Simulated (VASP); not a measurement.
Set up this calculation in VASP 6.6.1, as the native input.

| Item | Value |
| --- | --- |
| Task | single point |
| Functional | PBE |
| Potentials or basis | VASP PAW PBE potentials, release 64 (Rh_pv, C) |
| Cutoff | 520 eV |
| k mesh | 6 × 6 × 6 |
| Occupations | tetrahedron |
| Spin | no spin polarisation |
| Dipole correction | no |
| Further INCAR settings | ALGO = Normal; EDIFF = 1e-06; NBANDS = 45 |

The structure of Rh4C3 lies in POSCAR:

```
Rh4C3
1.0
    3.2239530000      0.0000000000      0.0000000000
   -1.6119760000      2.7920260000      0.0000000000
   -1.6119760000      0.9306750000      8.0639200000
Rh C
4 3
Direct
    0.1280000000      0.8720000000      0.3840000000
    0.8720000000      0.1280000000      0.6160000000
    0.2930000000      0.7070000000      0.8790000000
    0.7070000000      0.2930000000      0.1210000000
    0.2170000000      0.7830000000      0.6510000000
    0.7830000000      0.2170000000      0.3490000000
    0.0000000000      0.0000000000      0.0000000000
```

These files were run (other wordings do the same):

INCAR

```
SYSTEM = Rh4C3
PREC = Accurate
ENCUT = 520
EDIFF = 1E-6
ISMEAR = -4
SIGMA = 0.1
LREAL = .False.
LASPH = .True.
NELM = 100
ALGO = Normal
ISIF = 2
LWAVE = .False.
LCHARG = .False.
GGA = PE
NBANDS = 45
```

KPOINTS

```
Automatic mesh
0
Gamma
  6 6 6
  0 0 0
```

Potentials or basis: VASP PAW PBE potentials, release 64 (Rh_pv, C).

Launch:

```sh
$ cat potpaw_PBE.64/Rh_pv/POTCAR potpaw_PBE.64/C/POTCAR > POTCAR
$ mpirun -np 1 vasp_std > vasp.out
```

Results of the run:

The pressure is 51.9 GPa and the largest force is 1.487 eV/Å. The band gap on the k mesh is zero (bands 36 and 37 overlap by 1.55 eV).

Caveat: the k points lie up to 0.38 Å⁻¹ apart, too coarse for converged energies and pressures of a metal; forces of over 1 eV/Å act on the atoms, so gaps and moduli don't describe the material at rest.

It took 40 s on 1 thread of Intel(R) Xeon(R) 6975P-C (Granite Rapids) (shared host), peak memory 0.22 GiB.
